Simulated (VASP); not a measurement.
Set up this calculation in VASP 6.6.1, as the native input.

| Quantity | Value |
| --- | --- |
| Task | single point |
| Functional | PBE |
| Potentials or basis | VASP PAW PBE potentials, release 64 (Si, W_sv) |
| Cutoff | 520 eV |
| k mesh | 14 × 14 × 14 |
| Occupations | gaussian, width 0.15 eV |
| Spin | no spin polarisation |
| Dipole correction | no |
| Further INCAR settings | ALGO = Fast; EDIFF = 1e-06; NBANDS = 31 |

The structure of SiW3 lies in POSCAR:

```
SiW3
1.0
   -2.5386720360      2.5386720360      2.5386720360
    2.5386720360     -2.5386720360      2.5386720360
    2.5386720360      2.5386720360     -2.5386720360
Si W
1 3
Direct
    0.0000000000      0.0000000000      0.0000000000
    0.5000000000      0.5000000000      0.0000000000
    0.5000000000      0.0000000000      0.5000000000
    0.0000000000      0.5000000000      0.5000000000
```

This cell differs from its parent crystal: strain -0.025 along x and y, -0.025 along z.

The input as run:

INCAR

```
PREC = Accurate
ENCUT = 520
EDIFF = 1E-6
ISMEAR = 0
SIGMA = 0.15
LREAL = False
LASPH = True
NELM = 100
ALGO = Fast
ISIF = 2
LWAVE = False
LCHARG = False
GGA = PE
NBANDS = 31
```

KPOINTS

```
Automatic mesh
0
Gamma
  14 14 14
```

Potentials or basis: VASP PAW PBE potentials, release 64 (Si, W_sv).

The run is started by

```console
$ cat potpaw_PBE.64/Si/POTCAR potpaw_PBE.64/W_sv/POTCAR > POTCAR
$ mpirun -np 1 vasp_std > vasp.out
```

It gave:

* Pressure: 17.6 GPa
* Band gap on the k mesh: zero (bands 23 and 24 overlap by 1.81 eV)

Caveat: the cell differs from its parent crystal (strain -0.025 along x and y, -0.025 along z); the cell stands under pressure; spin-orbit coupling is left out, which moves the levels of the heavy elements.

Wall time 99 s on 1 thread of Intel(R) Xeon(R) 6975P-C (Granite Rapids) (shared host), peak memory 0.32 GiB.
